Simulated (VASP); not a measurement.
Wanted: the native input for a VASP 6.6.1 run.

* Task: single point
* Functional: revPBE
* Potentials or basis: VASP PAW PBE potentials, release 64 (Ba_sv)
* Cutoff: 520 eV
* k mesh: 14 × 14 × 14
* Occupations: fermi-dirac, width 0.1 eV
* Spin: no spin polarisation
* Dipole correction: no
* Further INCAR settings: ALGO = Normal; EDIFF = 1e-07; NBANDS = 11

The structure of Ba lies in POSCAR:

```
Ba
1.0
    0.0000000000      3.3239526862      3.3239526862
    3.3239526862      0.0000000000      3.3239526862
    3.3239526862      3.3239526862      0.0000000000
Ba
1
Direct
    0.0000000000      0.0000000000      0.0000000000
```

This cell differs from its parent crystal: volume scaled by 1.08.

These files were run (other wordings do the same):

INCAR

```
PREC     = Accurate       # precision mode
ENCUT    = 520            # plane-wave cutoff, eV
EDIFF    = 1E-7           # SCF threshold, eV
ISMEAR   = -1             # smearing method
SIGMA    = 0.1            # smearing width, eV
LREAL    = False          # projectors in reciprocal space
LASPH    = True           # aspherical terms in the spheres
NELM     = 80             # most SCF steps
ALGO     = Normal         # electronic algorithm
ISIF     = 2              # what is computed and relaxed
LWAVE    = False          # write WAVECAR
LCHARG   = False          # write CHGCAR
GGA      = RE             # functional
NBANDS   = 11             # bands
```

KPOINTS

```
Automatic mesh
0
Gamma
  14 14 14
```

Potentials or basis: VASP PAW PBE potentials, release 64 (Ba_sv).

Command:

```bash
$ cat potpaw_PBE.64/Ba_sv/POTCAR > POTCAR
$ mpirun -np 1 vasp_std > vasp.out
```

It gave:

```json
{"Pressure": "-0.5 GPa", "Band gap on the k mesh": "zero (band 5 reaches 1.30 eV, above the bottom of band 6 at 1.25 eV)"}
```

Caveat: the PAW data sets were made with another functional, which shifts forces and pressure a little; spin-orbit coupling is left out, which moves the levels of the heavy elements.

Run time: 22 s on 1 thread of Intel(R) Xeon(R) 6975P-C (Granite Rapids) (shared host), peak memory 0.25 GiB.
